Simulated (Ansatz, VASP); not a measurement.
One calculation of Mg2F3, two programs

```
Mg F
1.0
     1.63450    0.94368    7.57675
    -1.63450    0.94368    7.57675
     0.00000   -1.88736    7.57675
Mg F
2 3
Cartesian
  0.0000 0.0000 9.0921
  0.0000 0.0000 13.6382
  0.0000 0.0000 0.0000
  0.0000 0.0000 4.7620
  0.0000 0.0000 17.9683
```

Alike in both runs: task single point; functional PBE; k mesh 6 × 6 × 6; occupations gaussian, width 0.1 eV; no spin polarisation.

|  | VASP | Ansatz |
| --- | --- | --- |
| version | VASP 6.6.1 | Ansatz 0.2.0 |
| potentials or method | VASP PAW PBE potentials, release 64 (Mg, F), cutoff 520 eV | scalar-relativistic, plane waves, PAW |
| valence electrons in the cell | 25 | 41 |

Ansatz gave:

- gap on the k mesh at the Fermi level (eV): none
- pressure (GPa): -7.3
- traceless stress, the component that is largest in VASP (GPa): -7.83
- rms of the force components (eV/Å): 1.235

Task: What did VASP give for the same quantities?

Result: gap on the k mesh at the Fermi level (eV): none; pressure (GPa): -7.8; traceless stress, the component that is largest in VASP (GPa): -7.90; rms of the force components (eV/Å): 1.244.

Atom by atom the forces differ by 0.009 eV/Å (rms over components). A gap of «none» marks a metal or a gap that the smearing closes. VASP's potentials hold 25 valence electrons a cell and Ansatz's 41, so a difference there can come from the potentials and not from the codes.

The k mesh is coarse, so the values compare programs but aren't converged.
